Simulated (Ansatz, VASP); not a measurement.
One calculation of Si, two programs

```
Si
1.0
     3.81288    0.00000    0.00000
    -1.90644    3.30205    0.00000
     0.00000    0.00000    6.30988
Si
4
Direct
  0.33333 0.66667 0.06306
  0.66667 0.33333 0.56306
  0.33333 0.66667 0.43694
  0.66667 0.33333 0.93694
```

Change from the starting cell: volume scaled by 0.985, atoms relaxed by PAW.

Alike in both runs: functional r2SCAN; k mesh 6 × 6 × 4; no spin polarisation.

Ansatz relaxed the structure, and its values are those at the end. VASP's run is a single point on that final structure, the one shown.

```csv
,VASP,Ansatz
version,VASP 6.6.1,Ansatz 0.2.0
potentials or method,"VASP PAW PBE potentials, release 64 (Si)","PAW with Ansatz's default frozen-core files, scalar-relativistic"
plane-wave cutoff (eV),520,500
occupations,"gaussian, width 0.01 eV",fixed
valence electrons in the cell,16,16
```

```tsv
	VASP	Ansatz	Ansatz less VASP
pressure (GPa)	1.3	1.6	+0.24
```

VASP's potentials were made for PBE, not for r2SCAN. Ansatz's warnings: stress scf threshold loose.
